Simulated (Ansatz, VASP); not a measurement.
H: VASP beside Ansatz

```
H
1.0
     2.58340    0.00000    0.00000
     0.00000    2.58340    0.00000
     0.00000    0.00000    1.02952
H
1
Direct
  0.00000 0.00000 0.50000
```

Change from the starting cell: strain -0.025 along x and y, +0.050 along z, atoms carried along.

Alike in both runs: task single point; functional PBE; dispersion D3(BJ); k mesh 10 × 10 × 26; occupations gaussian, width 0.05 eV; no spin polarisation.

```csv
,VASP,Ansatz
version,VASP 6.6.1,Ansatz 0.2.0
potentials or method,"VASP PAW PBE potentials, release 64 (H), cutoff 520 eV","scalar-relativistic, plane waves, PAW"
valence electrons in the cell,1,1
```

|  | VASP | Ansatz | Ansatz less VASP |
| --- | --- | --- | --- |
| gap on the k mesh at the Fermi level (eV) | none | none | - |
| pressure (GPa) | -4.6 | -4.3 | +0.29 |
| traceless stress, the component that is largest in VASP (GPa) | -10.10 | -10.05 | +0.047 |

A gap of «none» marks a metal or a gap that the smearing closes.
